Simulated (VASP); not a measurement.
A run of VASP 6.6.1 is set up as follows.

File INCAR:

```
SYSTEM = NbH2
PREC     = Accurate       ! precision mode
ENCUT    = 520            ! plane-wave cutoff, eV
EDIFF    = 1E-7           ! SCF threshold, eV
ISMEAR   = 1              ! smearing method
SIGMA    = 0.1            ! smearing width, eV
LREAL    = .False.        ! projectors in reciprocal space
LASPH    = .True.         ! aspherical terms in the spheres
NELM     = 60             ! most SCF steps
ALGO     = Normal         ! electronic algorithm
ISIF     = 2              ! what is computed and relaxed
LWAVE    = .False.        ! write WAVECAR
LCHARG   = .True.         ! write CHGCAR
GGA      = PS             ! functional
LELF     = .True.         ! ELF
LVHAR    = .True.       
NBANDS   = 14             ! bands
```

KPOINTS

```
regular mesh
0
Gamma
  11 11 11
  0 0 0
```

File POSCAR:

```
NbH2
1.0
    0.0000000000      2.2189614070      2.2189614070
    2.2189614070      0.0000000000      2.2189614070
    2.2189614070      2.2189614070      0.0000000000
Nb H
1 2
Direct
    0.0000000000      0.0000000000      0.0000000000
    0.2500000000      0.2500000000      0.2500000000
    0.7500000000      0.7500000000      0.7500000000
```

Potentials or basis: VASP PAW PBE potentials, release 64 (Nb_sv, H).

Launch:

```console
$ cat potpaw_PBE.64/Nb_sv/POTCAR potpaw_PBE.64/H/POTCAR > POTCAR
$ mpirun -np 1 vasp_std > vasp.out
```

(1) What does it give for the pressure?

Results:

(1) 10.9 GPa.

Caveat: the PAW data sets were made with another functional, which shifts forces and pressure a little.
